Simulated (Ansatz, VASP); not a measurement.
TePb in VASP and in Ansatz

POSCAR

```
TePb
1.0
    0.0000000000      3.2631763179      3.2631763179
    3.2631763179      0.0000000000      3.2631763179
    3.2631763179      3.2631763179      0.0000000000
Pb Te
1 1
Direct
    0.0000000000      0.0000000000      0.0000000000
    0.2500000000      0.2500000000      0.2500000000
```

INCAR.step1

```
PREC = Accurate ; ENCUT = 520
ISMEAR = -1 ; SIGMA = 0.05
LREAL = F ; LASPH = T
NELM = 60 ; NBANDS = 17
GGA = PE ; ALGO = Normal
EDIFF = 1E-4 ; LWAVE = T
LCHARG = F
```

Contents of INCAR.step2:

```
PREC = Accurate ; ENCUT = 520
EDIFF = 1E-6 ; ISMEAR = -1
SIGMA = 0.05 ; LREAL = F
LASPH = T ; NELM = 60
ALGO = Normal ; ISIF = 2
LWAVE = F ; LCHARG = T
METAGGA = R2SCAN ; LMIXTAU = T
LELF = T ; LVHAR = T
NBANDS = 17 ; ISTART = 1
```

File KPOINTS:

```
regular mesh
0
Gamma
  12 12 12
```

Input for Ansatz:

```yaml
crystal:
  lattice:
    - [0.0, 3.2631763179, 3.2631763179]
    - [3.2631763179, 0.0, 3.2631763179]
    - [3.2631763179, 3.2631763179, 0.0]
  atoms:
    - { symbol: Pb, position: [0.0, 0.0, 0.0] }
    - { symbol: Te, position: [0.25, 0.25, 0.25] }
kpoints:
  mp_grid: { grid: [12, 12, 12] }
  band_path:
    path:
      - [0.0, 0.0, 0.0]
      - [-0.5, -0.5, 0.0]
      - [-0.375, -0.375, 0.25]
      - [-0.375, 0.0, 0.375]
      - [0.0, 0.0, 0.0]
      - [0.0, 0.0, 0.5]
      - [-0.5, -0.25, 0.25]
      - [-0.5, -0.5, 0.0]
    npoints: 8
scf:
  occupations: { method: fermi_dirac, width: 0.05 }
hamiltonian:
  xc: r2scan
  pseudopotentials: { kind: paw }
output:
  forces: true
  stress: true
  eigenvalues: true
  populations: true
  dos: { projected: true, de: 0.2, e_range: [-14, 8] }
```

Change from the starting cell: volume scaled by 0.72, PAW files.

Alike in both runs: task single point; functional r2SCAN; k mesh 12 × 12 × 12; occupations fermi-dirac, width 0.05 eV; no spin polarisation.

```csv
,VASP,Ansatz
version,VASP 6.6.1,Ansatz 0.2.0
potentials or method,"VASP PAW PBE potentials, release 64 (Pb_d, Te)","PAW with Ansatz's default frozen-core files, scalar-relativistic"
plane-wave cutoff (eV),520,500
valence electrons in the cell,20,30
```

|  | VASP | Ansatz | Ansatz less VASP |
| --- | --- | --- | --- |
| pressure (GPa) | 17.2 | 17.2 | 0.00 |

VASP's potentials were made for PBE, not for r2SCAN. With one functional, cell and mesh, what is left measures potentials, basis and numerics. VASP's potentials hold 20 valence electrons a cell and Ansatz's 30, so a difference there can come from the potentials and not from the codes.

Neither program's run includes spin-orbit coupling.
